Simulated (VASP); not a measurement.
Write the native input for VASP 6.6.1 that does the following.

| Quantity | Value |
| --- | --- |
| Task | single point |
| Functional | LDA |
| Potentials or basis | VASP PAW LDA potentials, release 64 (Ir) |
| Cutoff | 520 eV |
| k mesh | 2 × 2 × 2 |
| Occupations | fermi-dirac, width 0.1 eV |
| Spin | no spin polarisation |
| Dipole correction | no |
| Further INCAR settings | ALGO = Normal; EDIFF = 1e-07; NBANDS = 10 |

The structure of Ir lies in POSCAR:

```
Ir
1.0
    0.0000000000      1.9060927672      1.9060927672
    1.9060927672      0.0000000000      1.9060927672
    1.9060927672      1.9060927672      0.0000000000
Ir
1
Direct
    0.0000000000      0.0000000000      0.0000000000
```

These files were run (other wordings do the same):

INCAR

```
PREC = Accurate
ENCUT = 520
EDIFF = 1E-7
ISMEAR = -1
SIGMA = 0.1
LREAL = F
LASPH = T
NELM = 60
ALGO = Normal
ISIF = 2
LWAVE = F
LCHARG = F
NBANDS = 10
```

KPOINTS

```
Automatic mesh
0
Gamma
  2 2 2
```

Potentials or basis: VASP PAW LDA potentials, release 64 (Ir).

Run with:

```bash
$ cat potpaw_LDA.64/Ir/POTCAR > POTCAR
$ mpirun -np 1 vasp_std > vasp.out
```

Results of the run:

| Property | Result |
| --- | --- |
| Pressure | 84.3 GPa |

Caveat: the k points lie up to 1.43 Å⁻¹ apart.

It took 2.4 s on 1 thread of Intel Xeon 6975P-C, on a shared host, peak memory 0.12 GiB.
